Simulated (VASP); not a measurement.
Here is a VASP 6.6.1 calculation.

Contents of INCAR:

```
  ALGO = Normal
  EDIFF = 1E-7
  ENCUT = 520
  GGA = PE
  ISIF = 2
  ISMEAR = 0
  LASPH = True
  LCHARG = False
  LREAL = False
  LWAVE = False
  NBANDS = 66
  NELM = 60
  PREC = Accurate
  SIGMA = 0.1
```

File KPOINTS:

```
k-points
0
Gamma
  6 2 4
```

File POSCAR:

```
ZnO
1.0
    3.3499669000      0.0000000000      0.0000000000
    0.0000000000     10.1516797000      0.0000000000
    0.0000000000      0.0000000000      4.7518169000
Zn O
6 6
Direct
    0.5000000000      0.8514680000      0.1074890000
    0.5000000000      0.1485320000      0.1074890000
    0.0000000000      0.0000000000      0.6113090000
    0.5000000000      0.5000000000      0.3886910000
    0.0000000000      0.3514680000      0.8925110000
    0.0000000000      0.6485320000      0.8925110000
    0.5000000000      0.0000000000      0.3743340000
    0.0000000000      0.8480420000      0.8719630000
    0.0000000000      0.1519580000      0.8719630000
    0.5000000000      0.3480420000      0.1280370000
    0.5000000000      0.6519580000      0.1280370000
    0.0000000000      0.5000000000      0.6256660000
```

Potentials or basis: VASP PAW PBE potentials, release 64 (Zn, O).

Launch:

```console
$ cat potpaw_PBE.64/Zn/POTCAR potpaw_PBE.64/O/POTCAR > POTCAR
$ mpirun -np 1 vasp_std > vasp.out
```

Question: Predict the pressure.

Answer: 0.9 GPa.

Question: Predict the band gap on the k mesh.

Answer: 0.85 eV, direct.

Question: Estimate the largest force.

Answer: 0.031 eV/Å.

Forces on the atoms (eV/Å):
```
Zn   0.000  0.009  0.015
Zn   0.000 -0.009  0.015
Zn   0.000  0.000 -0.017
Zn   0.000  0.000  0.017
Zn   0.000  0.009 -0.015
Zn   0.000 -0.009 -0.015
O    0.000  0.000  0.031
O    0.000  0.003 -0.027
O    0.000 -0.003 -0.027
O    0.000  0.003  0.027
O    0.000 -0.003  0.027
O    0.000  0.000 -0.031
```

PBE gaps usually lie below the measured ones, often by a third to a half.
